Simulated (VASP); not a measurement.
Set up this calculation in VASP 6.6.1, as the native input.

```yaml
Task: single point
Functional: PBE
Potentials_or_basis: VASP PAW PBE potentials, release 64 (Mg)
Cutoff: 520 eV
k_mesh: 12 × 12 × 7
Occupations: fermi-dirac, width 0.05 eV
Spin: no spin polarisation
Dipole_correction: no
Further_INCAR_settings: ALGO = Normal; EDIFF = 1e-06; NBANDS = 9
```

The structure of Mg lies in POSCAR:

```
Mg
1.0
    3.1443151174      0.0000000000      0.0000000000
   -1.5721575586      2.7230567692      0.0000000000
    0.0000000000      0.0000000000      5.1048716881
Mg
2
Direct
    0.3333333333      0.6666666667      0.2500000000
    0.6666666667      0.3333333333      0.7500000000
```

One way to write it, as run:

INCAR

```
PREC     = Accurate       # precision mode
ENCUT    = 520            # plane-wave cutoff, eV
EDIFF    = 1E-6           # SCF threshold, eV
ISMEAR   = -1             # smearing method
SIGMA    = 0.05           # smearing width, eV
LREAL    = F              # projectors in reciprocal space
LASPH    = T              # aspherical terms in the spheres
NELM     = 80             # most SCF steps
ALGO     = Normal         # electronic algorithm
ISIF     = 2              # what is computed and relaxed
LWAVE    = F              # write WAVECAR
LCHARG   = F              # write CHGCAR
GGA      = PE             # functional
NBANDS   = 9              # bands
```

KPOINTS

```
Automatic mesh
0
Gamma
  12 12 7
```

Potentials or basis: VASP PAW PBE potentials, release 64 (Mg).

Launch:

```bash
$ cat potpaw_PBE.64/Mg/POTCAR > POTCAR
$ mpirun -np 1 vasp_std > vasp.out
```

It gave:

| Item | Value |
| --- | --- |
| Pressure | 1.8 GPa |
| Band gap on the k mesh | zero (bands 2 and 3 overlap by 2.25 eV) |

It took 17 s on 1 thread of Intel Xeon 8259CL, on a shared host, peak memory 0.17 GiB.
